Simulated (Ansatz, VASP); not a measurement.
# RbCl in VASP and in Ansatz

Contents of INCAR:

```
SYSTEM = RbCl
ALGO     = Normal         ! electronic algorithm
EDIFF    = 1E-7           ! SCF threshold, eV
EDIFFG   = -0.001         ! ionic threshold
ENCUT    = 500            ! plane-wave cutoff, eV
GGA_COMPAT= .False.      
IBRION   = 2              ! ionic algorithm
ISIF     = 3              ! what is computed and relaxed
ISMEAR   = 0              ! smearing method
LASPH    = .True.         ! aspherical terms in the spheres
LCHARG   = .False.        ! write CHGCAR
LREAL    = .False.        ! projectors in reciprocal space
LWAVE    = .False.        ! write WAVECAR
NELM     = 120            ! most SCF steps
NELMIN   = 4            
NSW      = 80             ! ionic steps
PREC     = Accurate       ! precision mode
SIGMA    = 0.01           ! smearing width, eV
```

File KPOINTS:

```
k-points
0
Gamma
  6 6 6
  0 0 0
```

Contents of POSCAR:

```
RbCl
1.0
    0.0000000000      3.1885406455      3.1885406455
    3.1885406455      0.0000000000      3.1885406455
    3.1885406455      3.1885406455      0.0000000000
Rb Cl
1 1
Direct
    0.0000000000      0.0000000000      0.0000000000
    0.5000000000      0.5000000000      0.5000000000
```

Input for Ansatz:

```yaml
crystal:
  lattice:
    - [0.0, 3.1885406455, 3.1885406455]
    - [3.1885406455, 0.0, 3.1885406455]
    - [3.1885406455, 3.1885406455, 0.0]
  atoms:
    - { symbol: Rb, position: [0.0, 0.0, 0.0] }
    - { symbol: Cl, position: [0.5, 0.5, 0.5] }
basis:
  ecutwfc: 420
kpoints:
  mp_grid: { grid: [6, 6, 6] }
hamiltonian:
  xc: lda
scf:
  occupations: { method: fixed }
output:
  forces: true
  stress: true
  eigenvalues: true
relax:
  adjacent_minimum: "off"
  f_tol: 0.001
  max_steps: 60
  cell: { stress_tol: 0.01 }
```

Alike in both runs: task relaxation of cell and atoms; functional LDA; k mesh 6 × 6 × 6; no spin polarisation.

|  | VASP | Ansatz |
| --- | --- | --- |
| version | VASP 6.6.1 | Ansatz 0.2.0 |
| potentials or method | VASP PAW LDA potentials, release 64 (Rb_sv, Cl), cutoff 500 eV | scalar-relativistic, plane waves, PAW |
| occupations | gaussian, width 0.01 eV | fixed |
| valence electrons in the cell | 16 | 16 |

Ansatz gave:

| Quantity | Value |
| --- | --- |
| gap on the k mesh at the Fermi level, each at its own relaxed structure (eV) | 4.85 |
| relaxed volume (Å³/atom) | 32.42 |
| relaxed length of the cell vector where the two differ most in proportion (Å) | 4.509 |

**Question.** What did VASP give for the same quantities?

**Answer.** gap on the k mesh at the Fermi level, each at its own relaxed structure (eV): 4.85; relaxed volume (Å³/atom): 32.48; relaxed length of the cell vector where the two differ most in proportion (Å): 4.512.

LDA's correlation is that of Perdew and Zunger in VASP and of Perdew and Wang (1992) in Ansatz.
